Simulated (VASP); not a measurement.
Slab: C, a slab with vacuum.

```
CELL_PARAMETERS angstrom
2.45623 0.00000 0.00000
-1.22811 2.12716 0.00000
0.00000 0.00000 24.13396
ATOMIC_POSITIONS crystal
C 0.00000 0.00000 0.57047
C 0.00000 0.00000 0.42953
C 0.33333 0.66667 0.42952
C 0.66667 0.33333 0.57048
```

Base run:

| Item | Value |
| --- | --- |
| Program | VASP 6.6.1 |
| Functional | PBEsol |
| Potentials or basis | VASP PAW PBE potentials, release 64 (C) |
| Cutoff | 520 eV |
| k mesh | 8 × 8 × 1 |
| Occupations | fermi-dirac, width 0.1 eV |
| Spin | no spin polarisation |

Its results: band gap on the k mesh 1.84 eV, direct; largest force 0.015 eV/Å.

After a change of settings the same cell gave: band gap on the k mesh 2.64 eV, direct; largest force 0.007 eV/Å. Which change was it?
A. k mesh from 8 × 8 × 1 to 10 × 10 × 1
B. k mesh from 8 × 8 × 1 to 5 × 5 × 1
C. k mesh from 8 × 8 × 1 to 3 × 3 × 1

B.

Caveats: some runs use coarse meshes; the PAW data sets were made with another functional, which shifts forces and pressure a little.
